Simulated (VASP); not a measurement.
# BaTiO3 (Amm2) in VASP: single point with PBE+U

Aim: the single point of BaTiO3 with PBE+U.

Everything below comes from runs of VASP 6.6.1. Logs are shortened: lines on timing, memory, paths and dates and some standing lists are left out, and cuts for length are marked.

**1. The cell of the first run**

The structure is orthorhombic, space group Amm2 (No. 38). Conventional cell: a = 4.008 Å, b = 5.976 Å, c = 5.772 Å, α = 90.00°, β = 90.00°, γ = 90.00°. Within 3.7 Å of Ba (site symmetry mm2) lie 12 O at 2.79 to 2.99 Å and 8 Ti at 3.46 to 3.60 Å. Ti (site symmetry mm2) has 6 O at 1.93 to 2.23 Å within 2.6 Å. Within 3.0 Å of O (site symmetry mm2) lie 2 Ti at 2.01 Å and 4 Ba at 2.79 to 2.99 Å and 8 O at 2.86 to 2.91 Å. O (site symmetry m) has 2 Ti at 1.93 to 2.23 Å within 2.6 Å.

**2. Single point, PBE+U (strain +0.0400 x Voigt [0, 1, 0, 0, 0, 0])**

The input, INCAR:

```
SYSTEM = BaTiO3
ALGO = Normal
EDIFF = 1E-6
ENCUT = 1340
GGA = PE
GGA_COMPAT = .FALSE.
ISIF = 2
ISMEAR = 0
LASPH = .TRUE.
LCHARG = .FALSE.
LDAU = .TRUE.
LDAUJ = 0 0 0
LDAUL = -1 2 -1
LDAUPRINT = 1
LDAUTYPE = 2
LDAUU = 0 4 0
LMAXMIX = 4
LREAL = .FALSE.
LWAVE = .FALSE.
NBANDS = 28
NELM = 200
PREC = Accurate
SIGMA = 0.05
```

The input, KPOINTS:

```
k-points
0
G
  6 6 6
  0 0 0
```

The input, POSCAR:

```
BaTiO3
1.0
    4.0082194557      0.0000000000      0.0000000000
    0.0000000000      2.9882127255      2.8859183815
    0.0000000000     -2.9882127255      2.8859183815
Ba Ti O
1 1 3
Direct
    0.0000000000      0.0080771855      0.0080771855
    0.5000000000      0.5197092867      0.5197092867
    0.0000000000      0.4916268346      0.4916268346
    0.5000000000      0.4938075389      0.9829991543
    0.5000000000      0.9829991543      0.4938075389
```

Potentials or basis: VASP PAW PBE potentials, release 64 (Ba_sv, Ti_sv, O_h).

The run is started by

```sh
cat potpaw_PBE.64/Ba_sv/POTCAR potpaw_PBE.64/Ti_sv/POTCAR potpaw_PBE.64/O_h/POTCAR > POTCAR
mpirun -np 1 vasp_std > vasp.out
```

OUTCAR:

```text
SYSTEM = BaTiO3
   EDIFF = 1E-6
   ENCUT = 1340
   GGA = PE
   ISIF = 2
   ISMEAR = 0
   LASPH = .TRUE.
   LREAL = .FALSE.
   NELM = 200
   PREC = Accurate

 ion  position               nearest neighbor table
   1  0.000  0.008  0.008-   3 2.79   4 2.85   5 2.85   4 2.85   5 2.85   5 2.93   4 2.93   5 2.93
                             4 2.93   3 2.98   3 2.99   3 2.99   2 3.46   2 3.46   2 3.57   2 3.57
   2  0.500  0.520  0.520-   4 1.93   5 1.93   3 2.01   3 2.01   1 3.46   1 3.46   1 3.57   1 3.57
                             1 3.60   1 3.60   1 3.60   1 3.60
   3  0.000  0.492  0.492-   2 2.01   2 2.01   1 2.79   1 2.98   1 2.99   1 2.99
   4  0.500  0.494  0.983-   2 1.93   1 2.85   1 2.85   1 2.93   1 2.93
   5  0.500  0.983  0.494-   2 1.93   1 2.85   1 2.85   1 2.93   1 2.93

  LATTYP: Found a base centered orthorhombic cell.
 ALAT       =     5.7718367630
 B/A-ratio  =     1.0354460281
 C/A-ratio  =     0.6944443546

  Lattice vectors:

 A1 = (   0.0000000000,   2.9882127255,   2.8859183815)
 A2 = (   0.0000000000,  -2.9882127255,   2.8859183815)
 A3 = (   4.0082194557,   0.0000000000,   0.0000000000)

Analysis of symmetry for initial positions (statically):
=====================================================================
 Subroutine PRICEL returns:
 Original cell was already a primitive cell.

 Routine SETGRP: Setting up the symmetry group for a
 base centered orthorhombic supercell.

 Subroutine GETGRP returns: Found  4 space group operations
 (whereof  4 operations were pure point group operations)
 out of a pool of  8 trial point group operations.

The static configuration has the point symmetry C_2v.

Analysis of symmetry for dynamics (positions and initial velocities):
=====================================================================
 Subroutine PRICEL returns:
 Original cell was already a primitive cell.

 Routine SETGRP: Setting up the symmetry group for a
 base centered orthorhombic supercell.

 Subroutine GETGRP returns: Found  4 space group operations
 (whereof  4 operations were pure point group operations)
 out of a pool of  8 trial point group operations.

The dynamic configuration has the point symmetry C_2v.

 Subroutine INISYM returns: Found  4 space group operations
 (whereof  4 operations are pure point group operations),
 and found     1 'primitive' translations

----------------------------------------------------------------------------------------

                                     Primitive cell

  volume of cell :      69.1317

  direct lattice vectors                    reciprocal lattice vectors
     4.008219456  0.000000000  0.000000000     0.249487337  0.000000000  0.000000000
     0.000000000  2.988212725  2.885918381     0.000000000  0.167324098  0.173255073
     0.000000000 -2.988212725  2.885918381     0.000000000 -0.167324098  0.173255073

  length of vectors
     4.008219456  4.154267709  4.154267709     0.249487337  0.240862355  0.240862355

  position of ions in fractional coordinates (direct lattice)
     0.000000000  0.008077185  0.008077185
     0.500000000  0.519709287  0.519709287
     0.000000000  0.491626835  0.491626835
     0.500000000  0.493807539  0.982999154
     0.500000000  0.982999154  0.493807539

  ion indices of the primitive-cell ions
   primitive index   ion index
                 1           1
                 2           2
                 3           3
                 4           4
                 5           5

----------------------------------------------------------------------------------------

 KPOINTS: k-points

Automatic generation of k-mesh.
 Grid dimensions read from file:
 generate k-points for:    6    6    6

 Generating k-lattice:

  Cartesian coordinates                     Fractional coordinates (reciprocal lattice)
[... 49 lines left out ...]
   NGXF,Y,Z  is equivalent  to a cutoff of  39.82, 40.02, 40.02 a.u.
 SYSTEM =  BaTiO3
   PREC   = accura    normal or accurate (medium, high low for compatibility)
   ISTART =      0    job   : 0-new  1-cont  2-samecut
   ICHARG =      2    charge: 1-file 2-atom 10-const
   ISPIN  =      1    spin polarized calculation?
   LNONCOLLINEAR =      F non collinear calculations
   LSORBIT =      F    spin-orbit coupling
   LASPH  =      T    aspherical Exc in radial PAW
   ENCUT  = 1340.0 eV  98.49 Ry    9.92 a.u.  11.96 12.40 12.40*2*pi/ulx,y,z
   NELM   =    200;   NELMIN=  2; NELMDL= -5     # of ELM steps
   EDIFF  = 0.1E-05   stopping-criterion for ELM
   LREAL  =      F    real-space projection
   EDIFFG = 0.1E-04   stopping-criterion for IOM
   NSW    =      0    number of steps for IOM
   IBRION =     -1    ionic relax: 0-MD 1-quasi-New 2-CG
   NFREE  =      0    steps in history (QN), initial steepest desc. (CG)
   ISIF   =      2    stress and relaxation
   ISYM   =      2    0-nonsym 1-usesym 2-fastsym
   POTIM  = 0.5000    time-step for ionic-motion
   TEBEG  =    0.0;   TEEND  =   0.0 temperature during run
   PSTRESS=    0.0 pullay stress
   NELECT =      40.0000    total number of electrons
   NUPDOWN=      -1.0000    fix difference up-down
   EMIN   =  10.00;   EMAX   =-10.00  energy-range for DOS
   EFERMI =   0.00;   METHOD = LEGACY
   ISMEAR =     0;   SIGMA  =   0.05  broadening in eV -4-tet -1-fermi 0-gaus
   EFERMI_NEDOS =   21; number of points for ismear=-14 and -15
   IALGO  =     38    algorithm
   IMIX   =      4    mixing-type and parameters
     AMIX     =   0.40;   BMIX     =  1.00
     AMIX_MAG =   1.60;   BMIX_MAG =  1.00
  volume/ion in A,a.u.               =      13.83        93.30
  Fermi-wavevector in a.u.,A,eV,Ry     =   1.364172  2.577911 25.319971  1.860965
  Thomas-Fermi vector in A             =   2.490511
   LORBIT       =      0    0 simple, 1 ext, 2 COOP (PROOUT), +10 PAW based schemes
 LDA+U is selected, type is set to LDAUTYPE =  2
   angular momentum for each species LDAUL =    -1    2   -1
   U (eV)           for each species LDAUU =   0.0  4.0  0.0
   J (eV)           for each species LDAUJ =   0.0  0.0  0.0
   GGA     = PE    functional components
   LHFCALC =     F    Hartree Fock is set to
   AEXX    =    0.0000 exact exchange contribution
   IVDW    =     0    specifies the selected vdW correction
   LEPSILON=     F    determine dielectric tensor
   LRPA    =     F    only Hartree local field effects (RPA)
 non-spin polarized calculation
 Gauss-broadening in eV      SIGMA  =   0.05
  energy-cutoff  :     1340.00
  volume of cell :       69.13
 maximum number of plane-waves:      7748
 NGX is ok and might be reduce to    48
   NGX = 23   NGY = 25   NGZ = 25

atom =   2  type =  2  l = 2

 onsite density matrix

spin component  1

  0.1068  0.0000  0.0000  0.0000  0.0000
  0.0000  0.2276  0.0000  0.0000  0.0000
  0.0000  0.0000  0.1316  0.0000 -0.0480
  0.0000  0.0000  0.0000  0.1066  0.0000
  0.0000  0.0000 -0.0480  0.0000  0.2102

spin component  2

  0.1068  0.0000  0.0000  0.0000  0.0000
  0.0000  0.2276  0.0000  0.0000  0.0000
  0.0000  0.0000  0.1316  0.0000 -0.0480
  0.0000  0.0000  0.0000  0.1066  0.0000
  0.0000  0.0000 -0.0480  0.0000  0.2102

 occupancies and eigenvectors

  o =  0.1066  v =  0.0000  0.0000  0.0000  1.0000  0.0000  0.0000  0.0000  0.0000  0.0000  0.0000      0.0000  0.0000  0.0000  0.0000  0.0000  0.0000  0.0000  0.0000  0.0000  0.0000
  o =  0.1066  v =  0.0000  0.0000  0.0000  0.0000  0.0000  0.0000  0.0000  0.0000  1.0000  0.0000      0.0000  0.0000  0.0000  0.0000  0.0000  0.0000  0.0000  0.0000  0.0000  0.0000
  o =  0.1068  v =  1.0000  0.0000  0.0000  0.0000  0.0000  0.0000  0.0000  0.0000  0.0000  0.0000      0.0000  0.0000  0.0000  0.0000  0.0000  0.0000  0.0000  0.0000  0.0000  0.0000
  o =  0.1068  v =  0.0000  0.0000  0.0000  0.0000  0.0000  1.0000  0.0000  0.0000  0.0000  0.0000      0.0000  0.0000  0.0000  0.0000  0.0000  0.0000  0.0000  0.0000  0.0000  0.0000
  o =  0.1089  v =  0.0000  0.0000 -0.9038  0.0000 -0.4279  0.0000  0.0000  0.0000  0.0000  0.0000      0.0000  0.0000  0.0000  0.0000  0.0000  0.0000  0.0000  0.0000  0.0000  0.0000
  o =  0.1089  v =  0.0000  0.0000  0.0000  0.0000  0.0000  0.0000  0.0000 -0.9038  0.0000 -0.4279      0.0000  0.0000  0.0000  0.0000  0.0000  0.0000  0.0000  0.0000  0.0000  0.0000
  o =  0.2276  v =  0.0000  0.0000  0.0000  0.0000  0.0000  0.0000  1.0000  0.0000  0.0000  0.0000      0.0000  0.0000  0.0000  0.0000  0.0000  0.0000  0.0000  0.0000  0.0000  0.0000
  o =  0.2276  v =  0.0000  1.0000  0.0000  0.0000  0.0000  0.0000  0.0000  0.0000  0.0000  0.0000      0.0000  0.0000  0.0000  0.0000  0.0000  0.0000  0.0000  0.0000  0.0000  0.0000
  o =  0.2329  v =  0.0000  0.0000 -0.4279  0.0000  0.9038  0.0000  0.0000  0.0000  0.0000  0.0000      0.0000  0.0000  0.0000  0.0000  0.0000  0.0000  0.0000  0.0000  0.0000  0.0000
  o =  0.2329  v =  0.0000  0.0000  0.0000  0.0000  0.0000  0.0000  0.0000 -0.4279  0.0000  0.9038      0.0000  0.0000  0.0000  0.0000  0.0000  0.0000  0.0000  0.0000  0.0000  0.0000

 number of electron      40.0000000 magnetization

 Free energy of the ion-electron system (eV)
  ---------------------------------------------------
  ext. energy  EPLUGINS =         0.00000000
  ---------------------------------------------------
  free energy    TOTEN  =       -37.30143419 eV

  energy without entropy =      -37.30143419  energy(sigma->0) =      -37.30143419

 E-fermi :   4.1346     XC(G=0): -10.8650

 val. band max:        3.7814477423   @ k =   0.5000   0.5000   0.5000
 cond. band min:       6.1728164155   @ k =   0.0000   0.0000   0.0000
 fundamental gap:      2.3913686733
 Fermi energy:         4.1346059684

 k-point     1 :       0.0000    0.0000    0.0000
  band No.  band energies     occupation
      1     -54.1025      2.00000
      2     -30.2916      2.00000
      3     -30.2385      2.00000
      4     -30.2351      2.00000
      5     -21.3049      2.00000
      6     -13.0398      2.00000
[... 733 lines left out ...]
     27      11.4796      0.00000
     28      11.9101      0.00000

 [... further k-points ...]
[... 5 lines left out ...]
  --------------------------------------------------------------------------------------
  -------------------------------------------------------------------------------------
  Total       -0.3316475     -3.4178401      0.0961529      0.0000000      0.0000000      0.0000000
  in kB       -7.6861744    -79.2109604      2.2284132      0.0000000      0.0000000      0.0000000
  external PRESSURE =     -28.2229072 kB  Pullay stress =       0.0000000 kB

 VOLUME and BASIS-vectors are now :
 -----------------------------------------------------------------------------
  energy-cutoff  :     1340.00
  volume of cell :       69.13
      direct lattice vectors                 reciprocal lattice vectors
     4.008219456  0.000000000  0.000000000     0.249487337  0.000000000  0.000000000
     0.000000000  2.988212725  2.885918381     0.000000000  0.167324098  0.173255073
     0.000000000 -2.988212725  2.885918381     0.000000000 -0.167324098  0.173255073

 POSITION                                       TOTAL-FORCE (eV/Angst)
 -----------------------------------------------------------------------------------
      0.00000      0.00000      0.04662         0.000000     -0.000000     -0.021868
      2.00411      0.00000      2.99968         0.000000     -0.000000     -0.101339
      0.00000      0.00000      2.83759         0.000000     -0.000000      0.029780
      2.00411     -1.46181      4.26194         0.000000      0.092099      0.046714
      2.00411      1.46181      4.26194         0.000000     -0.092099      0.046714
 -----------------------------------------------------------------------------------
    total drift:                                0.000000     -0.000001     -0.000309

  FREE ENERGIE OF THE ION-ELECTRON SYSTEM (eV)
  ---------------------------------------------------
  free  energy   TOTEN  =       -37.3014341873 eV

  energy  without entropy=      -37.3014341873  energy(sigma->0) =      -37.30143419
```

Wall time 3 min (1 thread of Intel Xeon Platinum 8559C (Emerald Rapids), shared host); peak memory 0.62 GiB.

What came out:

| Item | Value |
| --- | --- |
| Free energy | -37.3014 eV |
| Pressure | -2.8 GPa |
| Largest force | 0.103 eV/Å |
| Band gap on the k mesh | 2.39 eV (least direct gap 2.86 eV) |

Forces on the atoms (eV/Å):
```
Ba   0.000  0.000 -0.022
Ti   0.000  0.000 -0.101
O    0.000  0.000  0.030
O    0.000  0.092  0.047
O    0.000 -0.092  0.047
```

Eigenvalues of the final occupation matrices:
| site | spin | trace | eigenvalues |
| --- | --- | --- | --- |
| site 2 d | 1 | 0.78 | 0.11 0.11 0.11 0.23 0.23 |
| site 2 d | 2 | 0.78 | 0.11 0.11 0.11 0.23 0.23 |

Caveat: the cell differs from its parent crystal (strain +0.0400 x Voigt [0, 1, 0, 0, 0, 0]); the stress differs along the axes, from -8 to 0 GPa; spin-orbit coupling is left out, which moves the levels of the heavy elements. A k mesh can miss the band edges.
